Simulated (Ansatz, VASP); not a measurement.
One calculation of SiC3, two programs

```xyz
4
Lattice="3.4230 0.0000 0.0000 0.0000 3.4230 0.0000 0.0000 0.0000 3.3893" Properties=species:S:1:pos:R:3 pbc="T T T"
Si    0.0000    0.0000    0.0000
C     1.7115    1.7115    0.7213
C     0.0000    0.0000    1.6946
C     1.7115    1.7115    2.6680
```

Alike in both runs: functional PBE; k mesh 6 × 6 × 2; occupations gaussian, width 0.1 eV; no spin polarisation.

Ansatz relaxed the structure, and its values are those at the end. VASP's run is a single point on that final structure, the one shown.

```csv
,VASP,Ansatz
version,VASP 6.6.1,Ansatz 0.2.0
potentials or method,"VASP PAW PBE potentials, release 64 (Si, C_h), cutoff 1300 eV","scalar-relativistic, plane waves, PAW"
valence electrons in the cell,16,16
```

```csv
,VASP,Ansatz,Ansatz less VASP
gap on the k mesh at the Fermi level (eV),none,none,-
pressure (GPa),-0.1,0.1,+0.15
rms of the force components (eV/Å),0.005,0.005,+0.0002
```

A gap of «none» marks a metal or a gap that the smearing closes.

The k mesh is coarse, so the values compare programs but aren't converged.
